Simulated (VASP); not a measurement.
Set up this calculation in VASP 6.6.1, as the native input.

```yaml
Task: relaxation of cell and atoms
Functional: RPBE
Potentials_or_basis: VASP PAW PBE potentials, release 64 (Ta_pv, N)
Cutoff: 600 eV
k_mesh: 5 × 5 × 8
Occupations: methfessel-paxton, width 0.15 eV
Spin: no spin polarisation
Dipole_correction: no
Further_INCAR_settings: ALGO = Normal; EDIFF = 1e-07; IBRION = 2; EDIFFG = -0.005; NSW = 80; ISIF = 3
```

The structure of TaN lies in POSCAR:

```
TaN
1.0
    5.1910000000      0.0000000000      0.0000000000
   -2.5955000000      4.4955378700      0.0000000000
    0.0000000000      0.0000000000      2.9080000000
Ta N
3 3
Direct
    0.0000000000      0.0000000000      0.0000000000
    0.3333333333      0.6666666667      0.5000000000
    0.6666666667      0.3333333333      0.5000000000
    0.5000000000      0.0000000000      0.0000000000
    0.5000000000      0.5000000000      0.0000000000
    0.0000000000      0.5000000000      0.0000000000
```

One way to write it, as run:

INCAR

```
PREC = Accurate
ENCUT = 600
EDIFF = 1E-7
ISMEAR = 1
SIGMA = 0.15
LREAL = False
LASPH = True
NELM = 60
ALGO = Normal
ISIF = 3
LWAVE = False
LCHARG = False
GGA = RP
IBRION = 2
NSW = 80
EDIFFG = -0.005
```

KPOINTS

```
Automatic mesh
0
Gamma
  5 5 8
```

Potentials or basis: VASP PAW PBE potentials, release 64 (Ta_pv, N).

The run is started by

```sh
$ cat potpaw_PBE.64/Ta_pv/POTCAR potpaw_PBE.64/N/POTCAR > POTCAR
$ mpirun -np 1 vasp_std > vasp.out
```

It gave:

- Relaxed volume: 11.88 Å³/atom
- Relaxed cell: a = 5.292 Å, b = 5.292 Å, c = 2.939 Å, α = 90.00°, β = 90.00°, γ = 120.00°
- Space group after relaxing (to 0.1 Å): P6/mmm (No. 191)
- Energy gained by relaxing: 24.8 meV/atom
- Ionic steps: 6
- Pressure after relaxing: 0.0 GPa
- Band gap on the k mesh: zero (bands 24 and 25 overlap by 1.99 eV)

Caveat: the PAW data sets were made with another functional, which shifts forces and pressure a little; spin-orbit coupling is left out, which moves the levels of the heavy elements.

Wall time 3.4 min on 1 thread of Intel(R) Xeon(R) Platinum 8488C (Sapphire Rapids) (shared host), peak memory 0.23 GiB.
